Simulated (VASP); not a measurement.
Input of a VASP 6.6.1 run:

The input INCAR:

```
PREC     = Accurate       # precision mode
ENCUT    = 520            # plane-wave cutoff, eV
EDIFF    = 1E-6           # SCF threshold, eV
ISMEAR   = -1             # smearing method
SIGMA    = 0.05           # smearing width, eV
LREAL    = F              # projectors in reciprocal space
LASPH    = T              # aspherical terms in the spheres
NELM     = 80             # most SCF steps
ALGO     = Normal         # electronic algorithm
ISIF     = 2              # what is computed and relaxed
LWAVE    = F              # write WAVECAR
LCHARG   = F              # write CHGCAR
GGA      = PE             # functional
IVDW     = 12             # dispersion correction
NBANDS   = 84             # bands
```

Contents of KPOINTS:

```
regular mesh
0
Gamma
  3 2 4
```

POSCAR

```
Ti12H
1.0
    5.9000000000      0.0000000000      0.0000000000
   -4.4250000000      7.6643250000      0.0000000000
    0.0000000000      0.0000000000      4.6846000000
Ti H
12 1
Direct
   -0.0063120376     -0.0040829427     -0.0080933271
    0.1512196544      0.2152714035      0.5065273449
   -0.0027250372      0.3307993855     -0.0017109252
    0.1658635687      0.5545778656      0.4977863638
    0.0052897248      0.6703293506     -0.0013123853
    0.1708248692      0.8913002776      0.4950286044
    0.5016696947      0.0001428697     -0.0048544166
    0.6711811813      0.2168013491      0.5071162959
    0.4982885258      0.3327324976      0.0048813132
    0.6790938695      0.5694517130      0.5099009521
    0.4977057866      0.6670034217     -0.0027101567
    0.6613014766      0.8863612908      0.4951180464
    0.5011547032      0.3364754235      0.4157953721
```

Potentials or basis: VASP PAW PBE potentials, release 64 (Ti_sv, H).

Launch:

```bash
$ cat potpaw_PBE.64/Ti_sv/POTCAR potpaw_PBE.64/H/POTCAR > POTCAR
$ mpirun -np 1 vasp_std > vasp.out
```

(1) Estimate the pressure.

(2) What does it give for the largest force?

(3) Predict the band gap on the k mesh.

(4) Predict the dispersion energy per atom.

Results:

(1) -5.8 GPa.

(2) 0.199 eV/Å.

(3) zero (an odd number of electrons rules out a gap without spin polarisation).

(4) -0.561 eV.

Caveat: the k points lie up to 0.41 Å⁻¹ apart, too coarse for converged energies and pressures of a metal.
